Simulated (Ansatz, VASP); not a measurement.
# One calculation of GaN, two programs

```
Ga N
1.0
     3.18000    0.00000    0.00000
    -1.59000    2.75396    0.00000
     0.00000    0.00000    5.16600
Ga N
2 2
Direct
  0.33333 0.66667 0.00000
  0.66667 0.33333 0.50000
  0.30189 0.66667 0.41371
  0.66667 0.33333 0.87500
```

Alike in both runs: task single point; functional PBE; k mesh 12 × 12 × 6; occupations gaussian, width 0.05 eV; no spin polarisation.

|  | VASP | Ansatz |
| --- | --- | --- |
| version | VASP 6.6.1 | Ansatz 0.2.0 |
| potentials or method | VASP PAW PBE potentials, release 64 (Ga_d, N), cutoff 520 eV | scalar-relativistic, plane waves, PAW |
| valence electrons in the cell | 36 | 36 |

|  | VASP | Ansatz | Ansatz less VASP |
| --- | --- | --- | --- |
| gap on the k mesh at the Fermi level (eV) | 1.84 | 1.83 | -0.005 |
| least direct gap on the mesh (eV) | 1.84 | 1.83 | -0.005 |
| pressure (GPa) | 10.0 | 10.0 | +0.04 |
| traceless stress, the component that is largest in VASP (GPa) | 5.48 | 5.61 | +0.127 |
| rms of the force components (eV/Å) | 1.187 | 1.201 | +0.0140 |

Atom by atom the forces differ by 0.017 eV/Å (rms over components). With one functional, cell and mesh, what is left measures potentials, basis and numerics.
